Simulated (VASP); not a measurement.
Runs of VASP 6.6.1 on InSbO. The structure is that of space group P-6m2 (No. 187), or close to it. The cells are those of the table. The cell was generated, and may not be a known phase.

```csv
task,cell,k mesh,cutoff (eV),gap on the mesh (eV),pressure (GPa),relaxed volume (Å³/atom)
relaxation of cell and atoms,"relaxed from a = 4.335, b = 4.335, c = 4.369 Å, angles 90.0, 90.0, 120.0°, 3 atoms",6 × 6 × 4,600,none,0.1,(a)
single point,"a = 3.881, b = 3.881, c = 5.357 Å, angles 90.0, 90.0, 120.0°, 3 atoms",12 × 12 × 10,520,none,-0.3,-
relaxation of cell and atoms,"relaxed from a = 3.860, b = 3.860, c = 5.478 Å, angles 90.0, 90.0, 120.0°, 3 atoms",12 × 12 × 8,600,none,0.0,23.18
single point,"a = 3.886, b = 3.886, c = 5.340 Å, angles 90.0, 90.0, 120.0°, 3 atoms",12 × 12 × 8,520,none,-0.3,-
single point,"a = 3.860, b = 3.860, c = 5.478 Å, angles 90.0, 90.0, 120.0°, 3 atoms",6 × 6 × 4,520,none,-0.3,-
single point,"a = 4.335, b = 4.335, c = 4.369 Å, angles 90.0, 90.0, 120.0°, 3 atoms",6 × 6 × 4,520,none,-6.0,-
relaxation of cell and atoms,"relaxed from a = 3.886, b = 3.886, c = 5.340 Å, angles 90.0, 90.0, 120.0°, 3 atoms",12 × 12 × 10,600,none,0.0,23.33
```

Alike in all rows: level PBE; potentials or basis VASP PAW PBE potentials, release 64 (In_d, Sb, O); no spin polarisation; smearing gaussian 0.1 eV.

Task: Estimate the missing entries.

Result: (a) 23.14.

Caveats: spin-orbit coupling is left out, which moves the levels of the heavy elements; a cell axis changed by over 15 % at a fixed basis, so the end point is rough (at least some runs); the stress differs along the axes, from -8 to -2 GPa (at least some runs).

A k mesh can miss the band edges, and the runs leave out spin-orbit coupling on In, Sb.

A gap of «none» marks levels without a gap at the run's occupations.
